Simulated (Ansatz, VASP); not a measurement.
# Two plane-wave programs on Li3Ta2O

Contents of INCAR:

```
PREC = Accurate
ENCUT = 520
EDIFF = 1E-6
ISMEAR = 0
SIGMA = 0.1
LREAL = False
LASPH = True
NELM = 150
ALGO = Normal
ISIF = 2
LWAVE = False
LCHARG = True
ISPIN = 2
MAGMOM = 0 0 0 1 1 0
LORBIT = 11
LMAXMIX = 4
GGA = PE
LELF = True
LVHAR = True
NBANDS = 32
```

KPOINTS

```
Automatic mesh
0
Gamma
  6 6 2
```

The input POSCAR:

```
Li3Ta2O
1.0
    2.8375424247      0.0000000000      0.0000000000
   -1.4187712124      2.4573838241      0.0000000000
    0.0000000000      0.0000000000     12.7160935518
Li Ta O
3 2 1
Direct
    0.0000000000      0.0000000000      0.5000000000
    0.3333333333      0.6666666667      0.0665548559
    0.6666666667      0.3333333333      0.9334451441
    0.3333333333      0.6666666667      0.7044589139
    0.6666666667      0.3333333333      0.2955410861
    0.0000000000      0.0000000000      0.0000000000
```

Input for Ansatz:

```yaml
crystal:
  lattice:
    - [2.8375424247, 0.0, 0.0]
    - [-1.4187712124, 2.4573838241, 0.0]
    - [0.0, 0.0, 12.7160935518]
  atoms:
    - { symbol: Li, position: [0.0, 0.0, 0.5] }
    - { symbol: Li, position: [0.3333333333, 0.6666666667, 0.0665548559] }
    - { symbol: Li, position: [0.6666666667, 0.3333333333, 0.9334451441] }
    - { symbol: Ta, position: [0.3333333333, 0.6666666667, 0.7044589139], spin: 1.0 }
    - { symbol: Ta, position: [0.6666666667, 0.3333333333, 0.2955410861], spin: 1.0 }
    - { symbol: O, position: [0.0, 0.0, 0.0] }
basis:
  ecutwfc: 420
kpoints:
  mp_grid: { grid: [6, 6, 2] }
hamiltonian:
  xc: pbe
scf:
  occupations: { method: gaussian, width: 0.1 }
  lower_state_search: "off"
output:
  forces: true
  stress: true
  eigenvalues: true
  populations: true
magnetization:
  spin_polarized: true
```

Change from the starting cell: species swapped into the K3I2Br type (P-3m1, No. 164).

Alike in both runs: task single point; functional PBE; k mesh 6 × 6 × 2; occupations gaussian, width 0.1 eV; collinear spin.

```csv
,VASP,Ansatz
version,VASP 6.6.1,Ansatz 0.2.0
potentials or method,"VASP PAW PBE potentials, release 64 (Li_sv, Ta_pv, O), cutoff 520 eV","scalar-relativistic, plane waves, PAW"
valence electrons in the cell,37,41
```

VASP gave:

| Property | Result |
| --- | --- |
| gap on the k mesh at the Fermi level (eV) | none |
| rms of the force components (eV/Å) | 0.016 |
| net moment per atom (μB) | 0.00 |

Task: Estimate Ansatz's values.

Result: gap on the k mesh at the Fermi level (eV): none; rms of the force components (eV/Å): 0.008; net moment per atom (μB): 0.00.

Atom by atom the forces differ by 0.017 eV/Å (rms over components). A gap of «none» marks a metal or a gap that the smearing closes. With one functional, cell and mesh, what is left measures potentials, basis and numerics. VASP's potentials hold 37 valence electrons a cell and Ansatz's 41, so a difference there can come from the potentials and not from the codes. Ansatz's warnings: seeded moment not kept.

The k mesh is coarse, so the values compare programs but aren't converged. Spin-orbit coupling is off throughout. Noted on VASP's run: the cutoff is under 1.25 times that of the potentials, so the pressure is a little rough.
